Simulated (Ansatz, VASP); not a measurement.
# Ag: VASP beside Ansatz

```xyz
8
Lattice="5.3410 0.0000 0.0000 0.0000 5.3410 0.0000 0.0000 0.0000 5.3410" Properties=species:S:1:pos:R:3 pbc="T T T"
Ag    5.3410    5.3410    0.0000
Ag    2.6705    2.6705    2.6705
Ag    1.3352    5.3410    2.6705
Ag    4.0057    0.0000    2.6705
Ag    2.6705    1.3352    0.0000
Ag    2.6705    4.0057    5.3410
Ag    5.3410    2.6705    1.3352
Ag    5.3410    2.6705    4.0057
```

Alike in both runs: functional revPBE; k mesh 5 × 5 × 5; occupations fermi-dirac, width 0.1 eV; no spin polarisation.

Ansatz relaxed the structure, and its values are those at the end. VASP's run is a single point on that final structure, the one shown.

|  | VASP | Ansatz |
| --- | --- | --- |
| version | VASP 6.6.1 | Ansatz 0.2.0 |
| potentials or method | VASP PAW PBE potentials, release 64 (Ag), cutoff 520 eV | plane waves (420 eV) with PAW, scalar-relativistic |
| valence electrons in the cell | 88 | 152 |

```tsv
	VASP	Ansatz	Ansatz less VASP
pressure (GPa)	-0.1	0.0	+0.07
```

VASP's potentials were made for PBE, not for revPBE. VASP's potentials hold 88 valence electrons a cell and Ansatz's 152, so a difference there can come from the potentials and not from the codes.
